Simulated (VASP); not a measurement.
# CdS3: single point with PBE

The system is CdS3.

```
CELL_PARAMETERS angstrom
4.20123 0.00000 0.00000
0.00000 4.20123 0.00000
0.00000 0.00000 4.20123
ATOMIC_POSITIONS crystal
Cd 0.00000 0.00000 0.00000
S 0.00000 0.50000 0.50000
S 0.50000 0.00000 0.50000
S 0.50000 0.50000 0.00000
```

```yaml
Program: VASP 6.6.1
Task: single point
Functional: PBE
Potentials_or_basis: VASP PAW PBE potentials, release 64 (Cd, S)
Cutoff: 520 eV
k_mesh: 12 × 12 × 12
Occupations: gaussian, width 0.1 eV
Spin: no spin polarisation
Dipole_correction: no
Further_INCAR_settings: ALGO = Normal; EDIFF = 1e-06; NBANDS = 23
```

* Pressure: 0.2 GPa
* Band gap on the k mesh: zero (bands 15 and 16 overlap by 1.59 eV)

Levels at points of the mesh, in eV from the Fermi level:
```tsv
k point	band 12	band 13	band 14	band 15	band 16	band 17	band 18	band 19
(0.00, 0.00, 0.00)	-1.12	-1.12	-1.12	-0.96	0.74	0.74	0.74	6.55
(0.50, 0.00, 0.00)	-2.79	-2.79	-1.89	-1.71	0.43	0.43	3.39	3.78
(0.50, 0.50, 0.00)	-2.77	-2.39	-1.90	-1.90	1.07	1.18	2.38	3.86
(0.50, 0.50, 0.50)	-5.67	-1.88	1.10	1.10	1.10	1.20	1.20	9.31
```

It took 41 s on 1 thread of Intel(R) Xeon(R) 6975P-C (Granite Rapids) (shared host), peak memory 0.24 GiB.
